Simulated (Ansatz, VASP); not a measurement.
## One calculation of Sc, two programs

```xyz
4
Lattice="-3.0250 3.0250 2.6510 3.0250 -3.0250 2.6510 3.0250 3.0250 -2.6510" Properties=species:S:1:pos:R:3 pbc="T T T"
Sc    0.9906    2.0344    2.6510
Sc    2.0344   -0.9906    2.6510
Sc    0.9906    4.0155    0.0000
Sc    2.0344    0.9906    0.0000
```

Alike in both runs: task single point; functional PBE; k mesh 7 × 7 × 7; occupations fermi-dirac, width 0.05 eV; no spin polarisation.

|  | VASP | Ansatz |
| --- | --- | --- |
| version | VASP 6.6.1 | Ansatz 0.2.0 |
| potentials or method | VASP PAW PBE potentials, release 64 (Sc_sv) | Ansatz PAW |
| plane-wave cutoff (eV) | 520 | 420 |
| valence electrons in the cell | 44 | 44 |

|  | VASP | Ansatz | Ansatz less VASP |
| --- | --- | --- | --- |
| gap on the k mesh at the Fermi level (eV) | none | none | - |
| pressure (GPa) | 3.4 | 3.4 | -0.05 |
| traceless stress, the component that is largest in VASP (GPa) | 0.06 | 0.07 | +0.010 |
| rms of the force components (eV/Å) | 0.076 | 0.072 | -0.0038 |

Atom by atom the forces differ by 0.004 eV/Å (rms over components). A gap of «none» marks a metal or a gap that the smearing closes.
